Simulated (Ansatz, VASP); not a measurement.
**Two plane-wave programs on CdSe**

```
Cd Se
1.0
     0.00000    2.78471    2.78471
     2.78471    0.00000    2.78471
     2.78471    2.78471    0.00000
Cd Se
1 1
Direct
  0.00000 0.00000 0.00000
  0.50000 0.50000 0.50000
```

Change from the starting cell: volume scaled by 0.94, PAW files.

Alike in both runs: task single point; functional r2SCAN; k mesh 12 × 12 × 12; occupations fermi-dirac, width 0.05 eV; no spin polarisation.

```csv
,VASP,Ansatz
version,VASP 6.6.1,Ansatz 0.2.0
potentials or method,"VASP PAW PBE potentials, release 64 (Cd, Se)","PAW with Ansatz's default frozen-core files, scalar-relativistic"
plane-wave cutoff (eV),520,500
valence electrons in the cell,18,36
```

```csv
,VASP,Ansatz,Ansatz less VASP
pressure (GPa),5.5,5.0,-0.51
```

VASP's potentials were made for PBE, not for r2SCAN. With one functional, cell and mesh, what is left measures potentials, basis and numerics. VASP's potentials hold 18 valence electrons a cell and Ansatz's 36, so a difference there can come from the potentials and not from the codes.
